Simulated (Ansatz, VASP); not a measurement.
**TiAl3: VASP beside Ansatz**

The input POSCAR:

```
TiAl3
1.0
    2.8396770000      0.0000000000      0.0000000000
    0.0000000000      4.6812640000      0.0000000000
    0.0000000000      0.0000000000      4.9007420000
Ti Al
1 3
Direct
    0.0000000000      0.5000000000      0.1659160000
    0.5000000000      0.5000000000      0.6672710000
    0.5000000000      0.0000000000      0.3309120000
    0.0000000000      0.0000000000      0.8359000000
```

File INCAR.step1:

```
ALGO = Normal
EDIFF = 1E-4
ENCUT = 520
GGA = PE
ISMEAR = 1
LASPH = T
LCHARG = F
LREAL = F
LWAVE = T
NBANDS = 18
NELM = 80
PREC = Accurate
SIGMA = 0.2
```

File INCAR.step2:

```
ALGO = Normal
EDIFF = 1E-6
ENCUT = 520
ISIF = 2
ISMEAR = 1
ISTART = 1
LASPH = T
LCHARG = F
LMIXTAU = T
LREAL = F
LWAVE = F
METAGGA = R2SCAN
NBANDS = 18
NELM = 80
PREC = Accurate
SIGMA = 0.2
```

File KPOINTS:

```
k-points
0
Gamma
  14 10 10
```

Input for Ansatz:

```yaml
crystal:
  lattice:
    - [2.839677, 0.0, 0.0]
    - [0.0, 4.681264, 0.0]
    - [0.0, 0.0, 4.900742]
  atoms:
    - { symbol: Ti, position: [0.0, 0.5, 0.165916] }
    - { symbol: Al, position: [0.5, 0.5, 0.667271] }
    - { symbol: Al, position: [0.5, 0.0, 0.330912] }
    - { symbol: Al, position: [0.0, 0.0, 0.8359] }
basis:
  ecutwfc: 500
kpoints:
  mp_grid: { grid: [14, 10, 10] }
hamiltonian:
  xc: r2scan
scf:
  occupations: { method: methfessel_paxton, width: 0.2 }
output:
  forces: true
  stress: true
  eigenvalues: true
```

Alike in both runs: task single point; functional r2SCAN; k mesh 14 × 10 × 10; occupations methfessel-paxton of order 1, width 0.2 eV; no spin polarisation.

|  | VASP | Ansatz |
| --- | --- | --- |
| version | VASP 6.6.1 | Ansatz 0.2.0 |
| potentials or method | VASP PAW PBE potentials, release 64 (Ti_sv, Al), cutoff 520 eV | scalar-relativistic, plane waves, PAW |
| valence electrons in the cell | 21 | 21 |

Ansatz gave:

| Property | Result |
| --- | --- |
| gap on the k mesh at the Fermi level (eV) | none |
| pressure (GPa) | -2.2 |
| traceless stress, the component that is largest in VASP (GPa) | -1.46 |
| rms of the force components (eV/Å) | 0.013 |

Task: What did VASP give for the same quantities?

Result: gap on the k mesh at the Fermi level (eV): none; pressure (GPa): -2.3; traceless stress, the component that is largest in VASP (GPa): -1.47; rms of the force components (eV/Å): 0.017.

VASP's potentials were made for PBE, not for r2SCAN. Atom by atom the forces differ by 0.005 eV/Å (rms over components). A gap of «none» marks a metal or a gap that the smearing closes.
